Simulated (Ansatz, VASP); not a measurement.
MgO in VASP and in Ansatz

INCAR

```
ALGO = Normal
EDIFF = 1E-7
ENCUT = 520
GGA = PE
ISIF = 2
ISMEAR = 0
LASPH = T
LCHARG = F
LREAL = F
LWAVE = F
NBANDS = 16
NELM = 80
PREC = Accurate
SIGMA = 0.05
```

The input KPOINTS:

```
k-points
0
Gamma
  9 9 6
```

The input POSCAR:

```
MgO
1.0
    3.4509000000      0.0000000000      0.0000000000
   -1.7254500000      2.9885670659      0.0000000000
    0.0000000000      0.0000000000      4.1970000000
Mg O
2 2
Direct
    0.6666666667      0.3333333333      0.7500000000
    0.3333333333      0.6666666667      0.2500000000
    0.6666666667      0.3333333333      0.2500000000
    0.3333333333      0.6666666667      0.7500000000
```

Input for Ansatz:

```yaml
crystal:
  lattice:
    - [3.4509, 0.0, 0.0]
    - [-1.72545, 2.9885670659, 0.0]
    - [0.0, 0.0, 4.197]
  atoms:
    - { symbol: Mg, position: [0.6666666667, 0.3333333333, 0.75] }
    - { symbol: Mg, position: [0.3333333333, 0.6666666667, 0.25] }
    - { symbol: O, position: [0.6666666667, 0.3333333333, 0.25] }
    - { symbol: O, position: [0.3333333333, 0.6666666667, 0.75] }
basis:
  ecutwfc: 520.0
kpoints:
  mp_grid: { grid: [9, 9, 6] }
hamiltonian:
  xc: pbe
  pseudopotentials: { kind: paw, azcp: { folder: soft_1 } }
scf:
  occupations: { method: gaussian, width: 0.05 }
output:
  forces: true
  stress: true
  eigenvalues: true
  write_density: true
  write_potential: true
  elf: true
  volumetric_format: npy
```

Alike in both runs: task single point; functional PBE; k mesh 9 × 9 × 6; occupations gaussian, width 0.05 eV; no spin polarisation.

```csv
,VASP,Ansatz
version,VASP 6.6.1,Ansatz 0.2.0
potentials or method,"VASP PAW PBE potentials, release 64 (Mg, O), cutoff 520 eV","scalar-relativistic, plane waves, PAW"
valence electrons in the cell,16,32
```

|  | VASP | Ansatz | Ansatz less VASP |
| --- | --- | --- | --- |
| gap on the k mesh at the Fermi level (eV) | 3.50 | 3.53 | +0.021 |
| least direct gap on the mesh (eV) | 3.50 | 3.53 | +0.021 |
| pressure (GPa) | 6.4 | 6.9 | +0.55 |
| traceless stress, the component that is largest in VASP (GPa) | -1.24 | -1.10 | +0.143 |

With one functional, cell and mesh, what is left measures potentials, basis and numerics. VASP's potentials hold 16 valence electrons a cell and Ansatz's 32, so a difference there can come from the potentials and not from the codes.
